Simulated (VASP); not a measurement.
Write the native input for VASP 6.6.1 that does the following.

```
Task                   : single point
Functional             : r2SCAN
Potentials or basis    : VASP PAW PBE potentials, release 64 (Al, Yb, As)
Cutoff                 : 520 eV
k mesh                 : 5 × 5 × 3
Occupations            : fermi-dirac, width 0.1 eV
Spin                   : no spin polarisation
Dipole correction      : no
Further INCAR settings : ALGO = Normal; EDIFF = 1e-06; NBANDS = 42
```

The system is Yb2Al3As2.

```
CELL_PARAMETERS angstrom
0.00000 4.14536 0.00000
5.20296 -2.07268 0.00000
1.25487 0.00000 -6.66161
ATOMIC_POSITIONS crystal
Al 0.30520 0.61040 0.86590
Al 0.69480 0.38960 0.13410
Al 0.00000 0.00000 0.00000
Yb 0.61937 0.23874 0.67742
Yb 0.38063 0.76126 0.32258
As 0.09360 0.18720 0.36170
As 0.90640 0.81280 0.63830
```

These files were run (other wordings do the same):

POSCAR

```
Yb2Al3As2
1.0
    0.0000000000      4.1453580000      0.0000000000
    5.2029620000     -2.0726790000      0.0000000000
    1.2548690000      0.0000000000     -6.6616130000
Al Yb As
3 2 2
Direct
    0.3052000000      0.6104000000      0.8659000000
    0.6948000000      0.3896000000      0.1341000000
    0.0000000000      0.0000000000      0.0000000000
    0.6193700000      0.2387400000      0.6774200000
    0.3806300000      0.7612600000      0.3225800000
    0.0936000000      0.1872000000      0.3617000000
    0.9064000000      0.8128000000      0.6383000000
```

INCAR.step1

```
ALGO = Normal
EDIFF = 1E-4
ENCUT = 520
GGA = PE
ISMEAR = -1
LASPH = T
LCHARG = F
LREAL = F
LWAVE = T
NBANDS = 42
NELM = 60
PREC = Accurate
SIGMA = 0.1
```

INCAR.step2

```
ALGO = Normal
EDIFF = 1E-6
ENCUT = 520
ISIF = 2
ISMEAR = -1
ISTART = 1
LASPH = T
LCHARG = F
LMIXTAU = T
LREAL = F
LWAVE = F
METAGGA = R2SCAN
NBANDS = 42
NELM = 60
PREC = Accurate
SIGMA = 0.1
```

KPOINTS

```
k-points
0
Gamma
  5 5 3
```

Potentials or basis: VASP PAW PBE potentials, release 64 (Al, Yb, As).

The run is started by

```sh
$ cat potpaw_PBE.64/Al/POTCAR potpaw_PBE.64/Yb/POTCAR potpaw_PBE.64/As/POTCAR > POTCAR
$ cp INCAR.step1 INCAR
$ mpirun -np 1 vasp_std > vasp.out
$ cp INCAR.step2 INCAR
$ mpirun -np 1 vasp_std > vasp.out
```

It gave:

The pressure is -2.4 GPa, the largest force is 1.348 eV/Å and the band gap on the k mesh is zero (an odd number of electrons rules out a gap without spin polarisation).

Caveat: the PAW data sets were made with another functional, which shifts forces and pressure a little; spin-orbit coupling is left out, which moves the levels of the heavy elements.

Wall time 19 min on 1 thread of AMD EPYC 7R43 64-Core Processor (Zen 3), with other jobs on the host, peak memory 0.33 GiB.
